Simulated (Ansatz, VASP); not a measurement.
**P in VASP and in Ansatz**

```
P
1.0
     3.34642    0.00000    0.00000
    -1.67321    2.89809    0.00000
     0.00000    0.00000    6.23922
P
4
Cartesian
  0.0000 0.0000 0.0000
  0.0000 0.0000 3.1196
  0.0000 1.9321 4.6794
  1.6732 0.9660 1.5598
```

Alike in both runs: functional PBE; k mesh 15 × 15 × 8; occupations gaussian, width 0.1 eV; no spin polarisation.

Ansatz relaxed the structure, and its values are those at the end. VASP's run is a single point on that final structure, the one shown.

|  | VASP | Ansatz |
| --- | --- | --- |
| version | VASP 6.6.1 | Ansatz 0.2.0 |
| potentials or method | VASP PAW PBE potentials, release 64 (P), cutoff 520 eV | scalar-relativistic, plane waves, PAW |
| valence electrons in the cell | 20 | 20 |

VASP gave:

```
gap on the k mesh at the Fermi level (eV) : none
pressure (GPa)                            : -0.2
```

Question: Estimate Ansatz's values.

Answer: gap on the k mesh at the Fermi level (eV): none; pressure (GPa): 0.0.

A gap of «none» marks a metal or a gap that the smearing closes. The functional is the same, so the differences come from potentials, cutoffs and numerics.
